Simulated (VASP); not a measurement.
**Hf4F: single point with PBE**

The system is Hf4F, a slab with vacuum.

```xyz
5
Lattice="3.2048 0.0000 0.0000 -1.6024 2.7755 0.0000 0.0000 0.0000 24.5281" Properties=species:S:1:pos:R:3 pbc="T T T"
Hf    1.6024    0.9252    4.0000
Hf    0.0000    1.8503    6.5338
Hf    1.6024    0.9252    9.1563
Hf    0.0000    1.8503   11.5281
F     3.2048    0.0000   13.2381
```

| Quantity | Value |
| --- | --- |
| Program | VASP 6.6.1 |
| Task | single point |
| Functional | PBE |
| Potentials or basis | VASP PAW PBE potentials, release 64 (Hf_pv, F) |
| Cutoff | 520 eV |
| k mesh | 9 × 9 × 1 |
| Occupations | gaussian, width 0.1 eV |
| Spin | no spin polarisation |
| Dipole correction | yes |
| Further INCAR settings | ALGO = Normal; EDIFF = 1e-06; NBANDS = 32 |

```json
{"Largest force": "3.005 eV/Å", "Band gap on the k mesh": "zero (an odd number of electrons rules out a gap without spin polarisation)"}
```

Forces on the atoms (eV/Å):
```
Hf   0.000  0.000  0.712
Hf   0.000  0.000 -0.766
Hf   0.000  0.000 -0.166
Hf   0.000  0.000  3.005
F    0.000  0.000 -2.785
```

Levels at points of the mesh, in eV from the Fermi level:
| k point | band 20 | band 21 | band 22 | band 23 | band 24 | band 25 | band 26 | band 27 |
| --- | --- | --- | --- | --- | --- | --- | --- | --- |
| (0.00, 0.00, 0.00) | -2.96 | -0.13 | 0.26 | 0.69 | 1.00 | 1.00 | 1.17 | 1.17 |

Run time: 8.3 min on 1 thread of AMD EPYC 7R13, on a shared host, peak memory 0.32 GiB.

Caveat: spin-orbit coupling is left out, which moves the levels of the heavy elements; an odd number of electrons without spin polarisation forces a metal; a magnetic or distorted state may lie lower.
